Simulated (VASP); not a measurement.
Input of a VASP 6.6.1 run:

File INCAR:

```
SYSTEM = PbF2
PREC = Accurate
ENCUT = 520
EDIFF = 1E-7
ISMEAR = -1
SIGMA = 0.05
LREAL = Auto
LASPH = .TRUE.
NELM = 100
ALGO = Normal
ISIF = 2
LWAVE = .FALSE.
LCHARG = .TRUE.
GGA = PE
IVDW = 12
LELF = .TRUE.
LVHAR = .TRUE.
NBANDS = 130
```

The input KPOINTS:

```
regular mesh
0
G
  1 1 1
  0 0 0
```

The input POSCAR:

```
PbF2
1.0
    0.0000000000      5.9158970000      5.9158970000
    5.9158970000      0.0000000000      5.9158970000
    5.9158970000      5.9158970000      0.0000000000
Pb F
8 16
Direct
    0.0137172774     -0.0050288232     -0.0022904388
    0.0056458049      0.0067445393      0.5025273429
   -0.0175121372      0.4988592601      0.0006592407
    0.0019439148      0.5000594162      0.4927063470
    0.5105481045      0.0020537883     -0.0062965937
    0.4888354209      0.0080630207      0.4936698526
    0.4959433878      0.4958588698      0.0110296038
    0.5078097201      0.4877113310      0.4976337485
    0.3707130128      0.3729780961      0.3902028720
    0.0883128966      0.1381954419      0.1409000191
    0.3808467254      0.3940653463      0.8583398257
    0.0728968067      0.1397505738      0.6543470922
    0.3619822996      0.9325973728      0.3386553214
    0.1677091403      0.6037038846      0.1162207523
    0.3746938123      0.8596075963      0.9083237927
    0.1326510587      0.6280619828      0.6354657628
    0.8756153124      0.3910565042      0.3705862357
    0.6102624843      0.1218327500      0.1525297009
    0.9193449446      0.3764010766      0.8411995679
    0.6493689799      0.1223990208      0.6066535641
    0.8463298127      0.8634362633      0.4055175403
    0.5951337557      0.6252728876      0.1505857861
    0.8456621202      0.8825288878      0.9019004219
    0.6327696375      0.6102878397      0.6413059592
```

Potentials or basis: VASP PAW PBE potentials, release 64 (Pb_d, F).

Run with:

```sh
$ cat potpaw_PBE.64/Pb_d/POTCAR potpaw_PBE.64/F/POTCAR > POTCAR
$ mpirun -np 1 vasp_gam > vasp.out
```

(1) Estimate the largest force.

(2) Predict the pressure.

Answers

(1) 1.066 eV/Å.

(2) 3.7 GPa.

Caveat: the k points lie up to 0.92 Å⁻¹ apart; forces of over 1 eV/Å act on the atoms, so gaps and moduli don't describe the material at rest.
